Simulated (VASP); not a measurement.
A run of VASP 6.6.1 is set up as follows.

Contents of INCAR:

```
SYSTEM = NaH
PREC = Accurate ; ENCUT = 520
EDIFF = 1E-7 ; ISMEAR = 0
SIGMA = 0.01 ; LREAL = .False.
LASPH = .True. ; NELM = 60
ALGO = Normal ; ISIF = 2
LWAVE = .False. ; LCHARG = .False.
GGA = PE ; NBANDS = 16
```

Contents of KPOINTS:

```
Automatic mesh
0
Gamma
  6 6 4
  0 0 0
```

POSCAR

```
NaH
1.0
    3.3191587684      0.0000000000      0.0000000000
   -1.6595793842      2.8744758126      0.0000000000
    0.0000000000      0.0000000000      5.8309537807
Na H
2 2
Direct
    0.0000000000      0.0000000000      0.0000000000
    0.0000000000      0.0000000000      0.5000000000
    0.3333333333      0.6666666667      0.2500000000
    0.6666666667      0.3333333333      0.7500000000
```

Potentials or basis: VASP PAW PBE potentials, release 64 (Na_pv, H).

Command:

```bash
$ cat potpaw_PBE.64/Na_pv/POTCAR potpaw_PBE.64/H/POTCAR > POTCAR
$ mpirun -np 1 vasp_std > vasp.out
```

Question: Predict the band gap on the k mesh.

Answer: 3.45 eV, indirect (least direct gap 4.51 eV).

Question: Predict the pressure.

Answer: 0.6 GPa.

Stress tensor (GPa, compression positive):
```
0.48 0.00 0.00
0.00 0.48 0.00
0.00 0.00 0.70
```

A k mesh can miss the band edges.
